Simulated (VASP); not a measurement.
# Si2F (R-3m) in VASP: notebook, part 2 of 2

VASP 6.6.1. The steps go on from the part before.

**4. Relaxation of cell and atoms, PBE**

INCAR

```
SYSTEM = Si2F
  ALGO = Normal
  EDIFF = 1E-7
  EDIFFG = -0.04
  ENCUT = 600
  GGA = PE
  IBRION = 2
  ISIF = 3
  ISMEAR = 0
  LASPH = .True.
  LCHARG = .False.
  LREAL = .False.
  LWAVE = .False.
  NELM = 100
  NSW = 90
  PREC = Accurate
  SIGMA = 0.1
```

KPOINTS

```
k-points
0
Gamma
  9 9 9
  0 0 0
```

POSCAR

```
Si2F
1.0
    1.4584188100      0.8420184900      4.6659805800
   -1.4584188100      0.8420184900      4.6659805800
    0.0000000000     -1.6840369800      4.6659805800
Si F
2 1
Direct
    0.7524962700      0.7524962700      0.7524962700
    0.2475037300      0.2475037300      0.2475037300
    0.0000000000      0.0000000000      0.0000000000
```

The run is started by

```sh
$ cat potpaw_PBE.64/Si/POTCAR potpaw_PBE.64/F/POTCAR > POTCAR
$ mpirun -np 1 vasp_std > vasp.out
```

Run time: 19 min. Hardware: 1 thread of Intel Xeon Platinum 8488C (Sapphire Rapids), shared host; peak memory 0.25 GiB.

Results (log left out):

| Item | Value |
| --- | --- |
| Free energy | -13.4106 eV |
| Relaxed volume | 12.82 Å³/atom |
| Relaxed cell | a = 6.303 Å, b = 6.303 Å, c = 6.303 Å, α = 24.71°, β = 24.71°, γ = 24.71° |
| Space group after relaxing (to 0.1 Å) | R-3m (No. 166) |
| Energy gained by relaxing | 1330.9 meV/atom |
| Ionic steps | 34 |
| Pressure after relaxing | -0.2 GPa |
| Largest force after relaxing | 0.013 eV/Å |
| Band gap on the k mesh | zero (an odd number of electrons rules out a gap without spin polarisation) |

Forces on the atoms (eV/Å):
```
Si   0.000  0.000  0.013
Si   0.000  0.000 -0.013
F    0.000  0.000  0.000
```

Stress tensor (GPa, compression positive):
```
-0.29  0.00  0.00
 0.00 -0.29  0.00
 0.00  0.00 -0.14
```

The path:
| step | energy change (eV) | largest force (eV/Å) | pressure (GPa) | volume (Å³) |
| --- | --- | --- | --- | --- |
| 1 | 0.0000 | 5.3943 | 50.73 | 34.38 |
| 2 | -2.7857 | 0.7959 | -11.49 | 55.74 |
| 3 | -2.9553 | 1.3472 | -5.95 | 50.15 |
| 4 | -2.9554 | 1.3905 | -5.48 | 49.79 |
| 5 | -3.3827 | 0.6934 | -5.60 | 47.41 |
| 6 | -3.6298 | 0.2640 | -4.79 | 44.91 |
| 7 | -3.6489 | 0.7026 | -4.04 | 43.92 |
| 8 | -3.6490 | 0.6054 | -4.22 | 44.13 |
| 9 | -3.7707 | 0.9748 | 0.02 | 40.93 |
| 10 | -3.8254 | 0.5280 | 10.05 | 36.26 |
| 11 | -3.8403 | 0.9180 | 5.39 | 38.12 |
| 12 | -3.8785 | 0.5912 | 5.87 | 37.62 |
| 13 | -3.9029 | 0.1196 | 6.90 | 36.83 |
| 14 | -3.9246 | 0.1246 | 5.22 | 37.31 |
| 15 | -3.9568 | 0.1398 | 0.71 | 38.75 |
| 16 | -3.9576 | 0.1444 | -0.05 | 39.03 |
| 17 | -3.9576 | 0.1452 | -0.17 | 39.07 |
| 18 | -3.9582 | 0.1206 | -0.16 | 39.05 |
| 19 | -3.9596 | 0.0755 | -0.10 | 38.98 |
| 20 | -3.9626 | 0.0803 | 0.14 | 38.84 |
| 21 | -3.9731 | 0.0368 | 0.68 | 38.56 |
| 22 | -3.9671 | 0.5510 | 2.15 | 38.00 |
| 23 | -3.9777 | 0.1527 | 1.10 | 38.36 |
| 24 | -3.9778 | 0.1933 | 1.20 | 38.32 |
| 25 | -3.9781 | 0.2040 | 1.21 | 38.32 |
| 26 | -3.9789 | 0.2364 | 1.21 | 38.30 |
| 27 | -3.9796 | 0.3020 | 1.23 | 38.26 |
| 28 | -3.9805 | 0.2917 | 1.16 | 38.27 |
| 29 | -3.9830 | 0.2609 | 0.92 | 38.32 |
| 30 | -3.9871 | 0.2002 | 0.46 | 38.42 |
| 31 | -3.9914 | 0.0831 | -0.43 | 38.62 |
| 32 | -3.9917 | 0.0416 | -0.75 | 38.70 |
| 33 | -3.9920 | 0.0345 | -0.62 | 38.64 |
| 34 | -3.9926 | 0.0128 | -0.24 | 38.47 |

Final structure:
```yaml
crystal:
  lattice:
    - [1.34847, 0.77854, 6.10736]
    - [-1.34847, 0.77854, 6.10736]
    - [0.00000, -1.55708, 6.10736]
  atoms:
    - { symbol: Si, position: [0.77130, 0.77130, 0.77130] }
    - { symbol: Si, position: [0.22870, 0.22870, 0.22870] }
    - { symbol: F, position: [0.00000, 0.00000, 0.00000] }
```

Levels at points of the mesh, in eV from the Fermi level:
```
           k point  band 4  band 5  band 6  band 7  band 8  band 9  band 10  band 11
(0.00, 0.00, 0.00)   -4.10   -3.50   -3.50   -3.08    5.83    8.76     9.74     9.74
```

Caveat: a cell axis changed by over 15 % at a fixed basis, so the end point is rough; an odd number of electrons without spin polarisation forces a metal; a magnetic or distorted state may lie lower.

**5. Single point, PBE**

This run uses another cell than the first one, of 12.89 Å³/atom.

INCAR

```
PREC = Accurate
ENCUT = 520
EDIFF = 1E-6
ISMEAR = 0
SIGMA = 0.1
LREAL = False
LASPH = True
NELM = 60
ALGO = Normal
ISIF = 2
LWAVE = False
LCHARG = False
GGA = PE
NBANDS = 14
```

KPOINTS

```
Automatic mesh
0
Gamma
  21 21 21
```

POSCAR

```
Si2F
1.0
    1.3184818312      0.7612258402      6.4223454054
   -1.3184818312      0.7612258402      6.4223454054
    0.0000000000     -1.5224516804      6.4223454054
Si F
2 1
Direct
    0.7681406524      0.7681406524      0.7681406524
    0.2318593476      0.2318593476      0.2318593476
    0.0000000000      0.0000000000      0.0000000000
```

Potentials or basis: VASP PAW PBE potentials, release 64 (Si, F).

The run is started by

```sh
$ cat potpaw_PBE.64/Si/POTCAR potpaw_PBE.64/F/POTCAR > POTCAR
$ mpirun -np 1 vasp_std > vasp.out
```

OUTCAR:

```text
PREC = Accurate
   ENCUT = 520
   EDIFF = 1E-6
   ISMEAR = 0
   LREAL = False
   LASPH = True
   NELM = 60
   ISIF = 2
   GGA = PE

 ion  position               nearest neighbor table
   1  0.768  0.768  0.768-   3 2.48   3 2.48   3 2.48   2 2.94   2 2.94   2 2.94
   2  0.232  0.232  0.232-   3 2.48   3 2.48   3 2.48   1 2.94   1 2.94   1 2.94
   3  0.000  0.000  0.000-   1 2.48   1 2.48   2 2.48   2 2.48   1 2.48   2 2.48

  LATTYP: Found a trigonal (rhomboedric) cell.
 ALAT       =     6.6003317815
 COS(alpha) =     0.9201919387

  Lattice vectors:

 A1 = (   1.3184818312,   0.7612258402,   6.4223454054)
 A2 = (  -1.3184818312,   0.7612258402,   6.4223454054)
 A3 = (   0.0000000000,  -1.5224516804,   6.4223454054)

Analysis of symmetry for initial positions (statically):
=====================================================================
 Subroutine PRICEL returns:
 Original cell was already a primitive cell.

 Routine SETGRP: Setting up the symmetry group for a
 trigonal (rhombohedral) supercell.

 Subroutine GETGRP returns: Found 12 space group operations
 (whereof 12 operations were pure point group operations)
 out of a pool of 12 trial point group operations.
[... 183 lines left out ...]
      9      16.0150      0.00000
     10      18.7479      0.00000
     11      18.7479      0.00000
     12      19.5999      0.00000
     13      19.5999      0.00000
     14      21.2117      0.00000
[... 377 lines left out ...]
      1     -15.1873      2.00000
      2      -0.9391      2.00000
      3       0.2666      2.00000
      4       1.6686      2.00000
      5       3.8804      2.00000
      6       4.1079      2.00000
      7       4.8419      2.00000
      8       7.4103      2.00000
      9       8.6867      0.00000
     10      12.3926      0.00000
     11      12.7645      0.00000
     12      14.7784      0.00000
     13      15.9115      0.00000
     14      17.3955      0.00000

 [... further k-points ...]

------------------------ aborting loop because EDIFF is reached ----------------------------------------

  FORCE on cell =-STRESS in cart. coord.  units (eV):
  Direction    XX          YY          ZZ          XY          YZ          ZX
  --------------------------------------------------------------------------------------
  -------------------------------------------------------------------------------------
  Total       -0.0268907     -0.0268907     -0.0145442      0.0000000      0.0000000      0.0000000
  in kB       -1.1139863     -1.1139863     -0.6025136      0.0000000      0.0000000      0.0000000
  external PRESSURE =      -0.9434954 kB  Pullay stress =       0.0000000 kB

 VOLUME and BASIS-vectors are now :
 -----------------------------------------------------------------------------
  energy-cutoff  :      520.00
  volume of cell :       38.68
      direct lattice vectors                 reciprocal lattice vectors
     1.318481831  0.761225840  6.422345405     0.379224035  0.218945099  0.051902119
    -1.318481831  0.761225840  6.422345405    -0.379224035  0.218945099  0.051902119
     0.000000000 -1.522451680  6.422345405     0.000000000 -0.437890197  0.051902119

 POSITION                                       TOTAL-FORCE (eV/Angst)
 -----------------------------------------------------------------------------------
      0.00000      0.00000     14.79979        -0.000000      0.000000      0.007186
      0.00000      0.00000      4.46724        -0.000000      0.000000     -0.007186
      0.00000      0.00000      0.00000         0.000000     -0.000000     -0.000000
 -----------------------------------------------------------------------------------
    total drift:                                0.000000     -0.000000     -0.000000

  FREE ENERGIE OF THE ION-ELECTRON SYSTEM (eV)
  ---------------------------------------------------
  free  energy   TOTEN  =       -13.4726893502 eV

  energy  without entropy=      -13.4669122030  energy(sigma->0) =      -13.46980078
```

OSZICAR:

```text
N       E                     dE             d eps       ncg     rms          rms(c)
DAV:   1     0.334173626732E+02    0.33417E+02   -0.62345E+03 24948   0.908E+02
DAV:   2    -0.125241725185E+02   -0.45942E+02   -0.41645E+02 32278   0.157E+02
DAV:   3    -0.141660843901E+02   -0.16419E+01   -0.16316E+01 31668   0.277E+01
DAV:   4    -0.141740400903E+02   -0.79557E-02   -0.79544E-02 30468   0.232E+00
DAV:   5    -0.141741070971E+02   -0.67007E-04   -0.67004E-04 32406   0.204E-01    0.603E+00
DAV:   6    -0.135536134368E+02    0.62049E+00   -0.29698E+00 27396   0.171E+01    0.315E+00
DAV:   7    -0.134876282824E+02    0.65985E-01   -0.26731E-01 29674   0.503E+00    0.143E+00
DAV:   8    -0.134726612159E+02    0.14967E-01   -0.45366E-02 30696   0.159E+00    0.290E-01
DAV:   9    -0.134725680006E+02    0.93215E-04   -0.30048E-03 32112   0.435E-01    0.132E-01
DAV:  10    -0.134727183582E+02   -0.15036E-03   -0.32853E-04 29286   0.187E-01    0.403E-02
DAV:  11    -0.134726888784E+02    0.29480E-04   -0.13448E-04 33002   0.115E-01    0.763E-03
DAV:  12    -0.134726894342E+02   -0.55580E-06   -0.11101E-05 29730   0.281E-02    0.217E-03
DAV:  13    -0.134726893502E+02    0.83980E-07   -0.86568E-07 18252   0.715E-03
   1 F= -.13472689E+02 E0= -.13469801E+02  d E =-.577715E-02
```

It took 26 min on 1 thread of Intel Xeon Platinum 8488C (Sapphire Rapids), shared host; peak memory 0.66 GiB.

What came out:

```
Free energy            : -13.4727 eV
Pressure               : -0.1 GPa
Largest force          : 0.007 eV/Å
Band gap on the k mesh : zero (an odd number of electrons rules out a gap without spin polarisation)
```

Forces in eV/Å, atoms in the order of the input:
```
Si   0.000  0.000  0.007
Si   0.000  0.000 -0.007
F    0.000  0.000  0.000
```

Caveat: an odd number of electrons without spin polarisation forces a metal; a magnetic or distorted state may lie lower.

**6. Summary**

| task | cell | k mesh | cutoff (eV) | gap on the mesh (eV) | pressure (GPa) | largest force (eV/Å) |
| --- | --- | --- | --- | --- | --- | --- |
| single point | a = 4.961 Å, angles 34.2°, 3 atoms, atomic positions A | 9 × 9 × 9 | 520 | none | 50.7 | 5.40 |
| single point | a = 6.390 Å, angles 24.3°, 3 atoms, atomic positions B | 9 × 9 × 9 | 520 | none | -0.1 | - |
| relaxation of cell and atoms | relaxed from a = 4.961 Å, angles 34.2°, 3 atoms, atomic positions A | 9 × 9 × 9 | 600 | none | -0.2 | 0.01 |
| single point | a = 6.600 Å, angles 23.0°, 3 atoms, atomic positions C | 21 × 21 × 21 | 520 | none | -0.1 | 0.01 |

Alike in all rows: level PBE; potentials or basis VASP PAW PBE potentials, release 64 (Si, F); no spin polarisation; smearing gaussian 0.1 eV.

Caveats: an odd number of electrons without spin polarisation forces a metal; a magnetic or distorted state may lie lower; the stress differs along the axes, from 46 to 61 GPa (at least some runs); a cell axis changed by over 15 % at a fixed basis, so the end point is rough (at least some runs).

Absolute energies hang on the potentials; compare differences alone.
